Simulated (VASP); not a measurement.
Input of a VASP 6.6.1 run:

INCAR

```
ALGO = Normal
EDIFF = 1E-6
ENCUT = 520
GGA = CA
GGA_COMPAT = False
ISIF = 2
ISMEAR = -1
LASPH = True
LCHARG = False
LMAXMIX = 6
LORBIT = 11
LORBMOM = True
LREAL = False
LSORBIT = True
LWAVE = False
MAGMOM = 0 0 0
NBANDS = 35
NELM = 150
PREC = Accurate
SIGMA = 0.1
```

The input KPOINTS:

```
k-points
0
Gamma
  11 11 11
```

POSCAR

```
Yb
1.0
   -1.9413498322      1.9413498322      1.9413498322
    1.9413498322     -1.9413498322      1.9413498322
    1.9413498322      1.9413498322     -1.9413498322
Yb
1
Direct
    0.0000000000      0.0000000000      0.0000000000
```

Potentials or basis: VASP PAW PBE potentials, release 64 (Yb).

Command:

```bash
$ cat potpaw_PBE.64/Yb/POTCAR > POTCAR
$ mpirun -np 1 vasp_ncl > vasp.out
```

(1) What does it give for the net moment?

(2) Predict the pressure.

## Answers

(1) 0.00 μB per cell.

(2) -0.9 GPa.

Caveat: the PAW data sets were made with another functional, which shifts forces and pressure a little.
